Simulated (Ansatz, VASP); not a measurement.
**One calculation of CuO2, two programs**

```
Cu O
1.0
     0.00000    2.43306    2.43306
     2.43306    0.00000    2.43306
     2.43306    2.43306    0.00000
Cu O
1 2
Direct
  0.00000 0.00000 0.00000
  0.25000 0.25000 0.25000
  0.75000 0.75000 0.75000
```

Alike in both runs: functional PBE; k mesh 14 × 14 × 14; occupations gaussian, width 0.1 eV; no spin polarisation; Hubbard terms Cu d U = 4.0 eV.

Ansatz relaxed the structure, and its values are those at the end. VASP's run is a single point on that final structure, the one shown.

```csv
,VASP,Ansatz
version,VASP 6.6.1,Ansatz 0.2.0
potentials or method,"VASP PAW PBE potentials, release 64 (Cu, O), cutoff 520 eV","scalar-relativistic, plane waves, PAW"
valence electrons in the cell,23,31
```

Ansatz gave:

| Property | Result |
| --- | --- |
| gap on the k mesh at the Fermi level (eV) | none |
| pressure (GPa) | 0.0 |

**Question.** What did VASP give for the same quantities?

**Answer.** gap on the k mesh at the Fermi level (eV): none; pressure (GPa): -3.6.

The programs project onto different local orbitals, so the same U acts differently, and such runs can settle in different states. A gap of «none» marks a metal or a gap that the smearing closes. VASP's potentials hold 23 valence electrons a cell and Ansatz's 31, so a difference there can come from the potentials and not from the codes. Ansatz's warnings: filled band counts differ across k points.
